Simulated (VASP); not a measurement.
A run of VASP 6.6.1:

Contents of POSCAR:

```
WSe2
1.0
    3.0400945843      0.0000000000      0.0000000000
   -1.5200472922      2.6327991399      0.0000000000
    0.0000000000      0.0000000000     19.8421535289
W Se
1 2
Direct
    0.0000000000      0.0000000000      0.0000000000
    0.3333333333      0.6666666667      0.0997865200
    0.3333333333      0.6666666667      0.9002134800
```

File INCAR.step1:

```
SYSTEM = WSe2
PREC = Accurate ; ENCUT = 520
ISMEAR = 0 ; SIGMA = 0.05
LREAL = .FALSE. ; LASPH = .TRUE.
NELM = 60 ; NBANDS = 20
GGA = PE ; ALGO = Normal
EDIFF = 1E-4 ; LWAVE = .TRUE.
LCHARG = .FALSE.
```

Contents of INCAR.step2:

```
SYSTEM = WSe2
PREC = Accurate ; ENCUT = 520
EDIFF = 1E-6 ; ISMEAR = 0
SIGMA = 0.05 ; LREAL = .FALSE.
LASPH = .TRUE. ; NELM = 60
ALGO = Normal ; ISIF = 2
LWAVE = .FALSE. ; LCHARG = .FALSE.
METAGGA = R2SCAN ; LMIXTAU = .TRUE.
NBANDS = 20 ; ISTART = 1
```

KPOINTS

```
regular mesh
0
G
  12 12 2
  0 0 0
```

Potentials or basis: VASP PAW PBE potentials, release 64 (W_sv, Se).

Command:

```console
$ cat potpaw_PBE.64/W_sv/POTCAR potpaw_PBE.64/Se/POTCAR > POTCAR
$ cp INCAR.step1 INCAR
$ mpirun -np 1 vasp_std > vasp.out
$ cp INCAR.step2 INCAR
$ mpirun -np 1 vasp_std > vasp.out
```

Hardware: 1 thread of Intel(R) Xeon(R) Platinum 8488C (Sapphire Rapids), on a shared host.

Q: Estimate the wall time of this run.

A: It took 6.6 min on 1 thread of Intel(R) Xeon(R) Platinum 8488C (Sapphire Rapids), with other jobs on the host, peak memory 0.38 GiB. Counts: k points 38.
